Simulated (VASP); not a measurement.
# InP (v.bB) (F-43m) in VASP: a series of runs, part 2 of 2

VASP 6.6.1. Earlier steps stand in the parts before.

### 3 Single point, PBE

Input file INCAR:

```
PREC = Accurate ; ENCUT = 500
EDIFF = 1E-6 ; ISMEAR = 0
SIGMA = 0.02 ; LREAL = F
LASPH = T ; NELM = 120
ALGO = Normal ; ISIF = 2
LWAVE = F ; LCHARG = F
GGA = PE ; NBANDS = 16
GGA_COMPAT = F
```

Input file KPOINTS:

```
regular mesh
0
Gamma
  10 10 10
```

Input file POSCAR:

```
InP
1.0
    0.0000000000      2.9798370697      2.9798370697
    2.9798370697      0.0000000000      2.9798370697
    2.9798370697      2.9798370697      0.0000000000
In P
1 1
Direct
    0.0000000000      0.0000000000      0.0000000000
    0.2500000000      0.2500000000      0.2500000000
```

Potentials or basis: VASP PAW PBE potentials, release 64 (In_d, P).

Run with:

```sh
> cat potpaw_PBE.64/In_d/POTCAR potpaw_PBE.64/P/POTCAR > POTCAR
> mpirun -np 1 vasp_std > vasp.out
```

OUTCAR:

```text
PREC = Accurate
   ENCUT = 500
   EDIFF = 1E-6
   ISMEAR = 0
   LREAL = F
   LASPH = T
   NELM = 120
   ISIF = 2
   GGA = PE

 ion  position               nearest neighbor table
   1  0.000  0.000  0.000-   2 2.58   2 2.58   2 2.58   2 2.58
   2  0.250  0.250  0.250-   1 2.58   1 2.58   1 2.58   1 2.58

  LATTYP: Found a face centered cubic cell.
 ALAT       =     5.9596741394

  Lattice vectors:

 A1 = (   0.0000000000,   2.9798370697,   2.9798370697)
 A2 = (   2.9798370697,   0.0000000000,   2.9798370697)
 A3 = (   2.9798370697,   2.9798370697,   0.0000000000)

Analysis of symmetry for initial positions (statically):
=====================================================================
 Subroutine PRICEL returns:
 Original cell was already a primitive cell.

 Routine SETGRP: Setting up the symmetry group for a
 face centered cubic supercell.

 Subroutine GETGRP returns: Found 24 space group operations
 (whereof 24 operations were pure point group operations)
 out of a pool of 48 trial point group operations.

The static configuration has the point symmetry T_d .

Analysis of symmetry for dynamics (positions and initial velocities):
=====================================================================
 Subroutine PRICEL returns:
 Original cell was already a primitive cell.

 Routine SETGRP: Setting up the symmetry group for a
 face centered cubic supercell.

 Subroutine GETGRP returns: Found 24 space group operations
 (whereof 24 operations were pure point group operations)
 out of a pool of 48 trial point group operations.

The dynamic configuration has the point symmetry T_d .

 Subroutine INISYM returns: Found 24 space group operations
 (whereof 24 operations are pure point group operations),
 and found     1 'primitive' translations

----------------------------------------------------------------------------------------

                                     Primitive cell

  volume of cell :      52.9185

  direct lattice vectors                    reciprocal lattice vectors
     0.000000000  2.979837070  2.979837070    -0.167794409  0.167794409  0.167794409
     2.979837070  0.000000000  2.979837070     0.167794409 -0.167794409  0.167794409
     2.979837070  2.979837070  0.000000000     0.167794409  0.167794409 -0.167794409

  length of vectors
     4.214125998  4.214125998  4.214125998     0.290628442  0.290628442  0.290628442

  position of ions in fractional coordinates (direct lattice)
     0.000000000  0.000000000  0.000000000
     0.250000000  0.250000000  0.250000000

  ion indices of the primitive-cell ions
   primitive index   ion index
                 1           1
                 2           2

----------------------------------------------------------------------------------------

 KPOINTS: regular mesh

Automatic generation of k-mesh.
 Grid dimensions read from file:
 generate k-points for:   10   10   10

 Generating k-lattice:

  Cartesian coordinates                     Fractional coordinates (reciprocal lattice)
    -0.016779441  0.016779441  0.016779441     0.100000000  0.000000000  0.000000000
     0.016779441 -0.016779441  0.016779441     0.000000000  0.100000000  0.000000000
     0.016779441  0.016779441 -0.016779441     0.000000000  0.000000000  0.100000000

  Length of vectors
     0.029062844  0.029062844  0.029062844

  Shift w.r.t. Gamma in fractional coordinates (k-lattice)
     0.000000000  0.000000000  0.000000000

 Subroutine IBZKPT returns following result:
 ===========================================

 Found     47 irreducible k-points:

 Following reciprocal coordinates:
            Coordinates               Weight
  0.000000  0.000000  0.000000      1.000000
  0.100000  0.000000  0.000000      8.000000
  0.200000  0.000000  0.000000      8.000000
  0.300000  0.000000  0.000000      8.000000
  0.400000  0.000000  0.000000      8.000000
  0.500000  0.000000  0.000000      4.000000
[... 16 lines left out ...]
  0.300000  0.300000  0.000000      6.000000
  0.400000  0.300000  0.000000     24.000000
 [... further k-points ...]
   k-points           NKPTS =     47   k-points in BZ     NKDIM =     47   number of bands    NBANDS=     16
   number of dos      NEDOS =    301   number of ions     NIONS =      2
   total plane-waves  NPLWV =  32768
   dimension x,y,z NGX =    32 NGY =   32 NGZ =   32
   dimension x,y,z NGXF=    64 NGYF=   64 NGZF=   64
   ions per type =               1   1
   NGX,Y,Z   is equivalent  to a cutoff of  12.62, 12.62, 12.62 a.u.
   NGXF,Y,Z  is equivalent  to a cutoff of  25.25, 25.25, 25.25 a.u.
 SYSTEM =  unknown system
   PREC   = accura    normal or accurate (medium, high low for compatibility)
   ISTART =      0    job   : 0-new  1-cont  2-samecut
   ICHARG =      2    charge: 1-file 2-atom 10-const
   ISPIN  =      1    spin polarized calculation?
   LNONCOLLINEAR =      F non collinear calculations
   LSORBIT =      F    spin-orbit coupling
   LASPH  =      T    aspherical Exc in radial PAW
   ENCUT  =  500.0 eV  36.75 Ry    6.06 a.u.   7.68  7.68  7.68*2*pi/ulx,y,z
   NELM   =    120;   NELMIN=  2; NELMDL= -5     # of ELM steps
   EDIFF  = 0.1E-05   stopping-criterion for ELM
   LREAL  =      F    real-space projection
   EDIFFG = 0.1E-04   stopping-criterion for IOM
   NSW    =      0    number of steps for IOM
   IBRION =     -1    ionic relax: 0-MD 1-quasi-New 2-CG
   NFREE  =      0    steps in history (QN), initial steepest desc. (CG)
   ISIF   =      2    stress and relaxation
   ISYM   =      2    0-nonsym 1-usesym 2-fastsym
   POTIM  = 0.5000    time-step for ionic-motion
   TEBEG  =    0.0;   TEEND  =   0.0 temperature during run
   PSTRESS=    0.0 pullay stress
   NELECT =      18.0000    total number of electrons
   NUPDOWN=      -1.0000    fix difference up-down
   EMIN   =  10.00;   EMAX   =-10.00  energy-range for DOS
   EFERMI =   0.00;   METHOD = LEGACY
   ISMEAR =     0;   SIGMA  =   0.02  broadening in eV -4-tet -1-fermi 0-gaus
   EFERMI_NEDOS =   21; number of points for ismear=-14 and -15
   IALGO  =     38    algorithm
   IMIX   =      4    mixing-type and parameters
     AMIX     =   0.40;   BMIX     =  1.00
     AMIX_MAG =   1.60;   BMIX_MAG =  1.00
  volume/ion in A,a.u.               =      26.46       178.56
  Fermi-wavevector in a.u.,A,eV,Ry     =   1.142781  2.159544 17.768518  1.305949
  Thomas-Fermi vector in A             =   2.279478
   LORBIT       =      0    0 simple, 1 ext, 2 COOP (PROOUT), +10 PAW based schemes
   GGA     = PE    functional components
   LHFCALC =     F    Hartree Fock is set to
   AEXX    =    0.0000 exact exchange contribution
   IVDW    =     0    specifies the selected vdW correction
   LEPSILON=     F    determine dielectric tensor
   LRPA    =     F    only Hartree local field effects (RPA)
 non-spin polarized calculation
 Gauss-broadening in eV      SIGMA  =   0.02
  energy-cutoff  :      500.00
  volume of cell :       52.92
 maximum number of plane-waves:      1363
   NGX = 15   NGY = 15   NGZ = 15

 number of electron      18.0000005 magnetization

 Free energy of the ion-electron system (eV)
  ---------------------------------------------------
  ext. energy  EPLUGINS =         0.00000000
  ---------------------------------------------------
  free energy    TOTEN  =        -8.40804730 eV

  energy without entropy =       -8.40804730  energy(sigma->0) =       -8.40804730

 E-fermi :   4.8036     XC(G=0):  -9.0632

 val. band max:        4.6550019905   @ k =   0.0000   0.0000   0.0000
 cond. band min:       5.0938283186   @ k =   0.0000   0.0000   0.0000
 fundamental gap:      0.4388263281
 Fermi energy:         4.8036017804

 k-point     1 :       0.0000    0.0000    0.0000
  band No.  band energies     occupation
      1      -9.4392      2.00000
      2      -9.4392      2.00000
      3      -9.4392      2.00000
      4      -9.3107      2.00000
      5      -9.3107      2.00000
      6      -6.5310      2.00000
[... 8 lines left out ...]
     15      14.0241      0.00000
     16      14.0241      0.00000

 k-point     2 :       0.1000    0.0000    0.0000
  band No.  band energies     occupation
      1      -9.4491      2.00000
      2      -9.4351      2.00000
      3      -9.4351      2.00000
      4      -9.3106      2.00000
      5      -9.3106      2.00000
      6      -6.4252      2.00000
[... 8 lines left out ...]
     15      13.5609      0.00000
     16      13.5609      0.00000
[... 387 lines left out ...]
      5      -9.2914      2.00000
      6      -5.3780      2.00000
[... 8 lines left out ...]
     15      14.7820      0.00000
     16      17.2413      0.00000

 k-point    24 :       0.4000    0.3000    0.0000
  band No.  band energies     occupation
      1      -9.5635      2.00000
      2      -9.3749      2.00000
      3      -9.3722      2.00000
      4      -9.3390      2.00000
      5      -9.2883      2.00000
      6      -4.9979      2.00000
[... 8 lines left out ...]
     15      15.1849      0.00000
     16      17.0910      0.00000

 [... further k-points ...]
[... 5 lines left out ...]
  --------------------------------------------------------------------------------------
  -------------------------------------------------------------------------------------
  Total       -0.0178330     -0.0178330     -0.0178330      0.0000000      0.0000000     -0.0000000
  in kB       -0.5399172     -0.5399172     -0.5399172      0.0000000      0.0000000     -0.0000000
  external PRESSURE =      -0.5399172 kB  Pullay stress =       0.0000000 kB

 VOLUME and BASIS-vectors are now :
 -----------------------------------------------------------------------------
  energy-cutoff  :      500.00
  volume of cell :       52.92
      direct lattice vectors                 reciprocal lattice vectors
     0.000000000  2.979837070  2.979837070    -0.167794409  0.167794409  0.167794409
     2.979837070  0.000000000  2.979837070     0.167794409 -0.167794409  0.167794409
     2.979837070  2.979837070  0.000000000     0.167794409  0.167794409 -0.167794409

 POSITION                                       TOTAL-FORCE (eV/Angst)
 -----------------------------------------------------------------------------------
      0.00000      0.00000      0.00000         0.000000     -0.000000     -0.000000
      1.48992      1.48992      1.48992        -0.000000      0.000000      0.000000
 -----------------------------------------------------------------------------------
    total drift:                               -0.000000     -0.000000     -0.000000

  FREE ENERGIE OF THE ION-ELECTRON SYSTEM (eV)
  ---------------------------------------------------
  free  energy   TOTEN  =        -8.4080473048 eV

  energy  without entropy=       -8.4080473048  energy(sigma->0) =       -8.40804730
```

OSZICAR:

```text
N       E                     dE             d eps       ncg     rms          rms(c)
DAV:   1     0.111698894416E+03    0.11170E+03   -0.81002E+03  1512   0.119E+03
DAV:   2    -0.915697891573E+00   -0.11261E+03   -0.10808E+03  1680   0.300E+02
DAV:   3    -0.859253252246E+01   -0.76768E+01   -0.76401E+01  1904   0.753E+01
DAV:   4    -0.879948491318E+01   -0.20695E+00   -0.20688E+00  1960   0.135E+01
DAV:   5    -0.880866434314E+01   -0.91794E-02   -0.91792E-02  2200   0.245E+00    0.526E+00
DAV:   6    -0.843053624080E+01    0.37813E+00   -0.61773E-01  2400   0.122E+01    0.316E+00
DAV:   7    -0.840655599197E+01    0.23980E-01   -0.14718E-01  2160   0.288E+00    0.121E+00
DAV:   8    -0.840717675934E+01   -0.62077E-03   -0.13831E-02  1856   0.136E+00    0.272E-01
DAV:   9    -0.840782380424E+01   -0.64704E-03   -0.12942E-03  1920   0.397E-01    0.144E-01
DAV:  10    -0.840796920162E+01   -0.14540E-03   -0.21686E-04  2272   0.167E-01    0.938E-02
DAV:  11    -0.840804767509E+01   -0.78473E-04   -0.11378E-04  1784   0.859E-02    0.388E-02
DAV:  12    -0.840804730477E+01    0.37032E-06   -0.71904E-06  1864   0.279E-02
   1 F= -.84080473E+01 E0= -.84080473E+01  d E =-.358431E-28
```

Wall time 48 s (1 thread of Intel Xeon 8259CL, shared host); peak memory 0.19 GiB.

What came out:

- Free energy: -8.4080 eV
- Pressure: -0.1 GPa
- Band gap on the k mesh: 0.44 eV, direct

Caveat: spin-orbit coupling is left out, which moves the levels of the heavy elements.
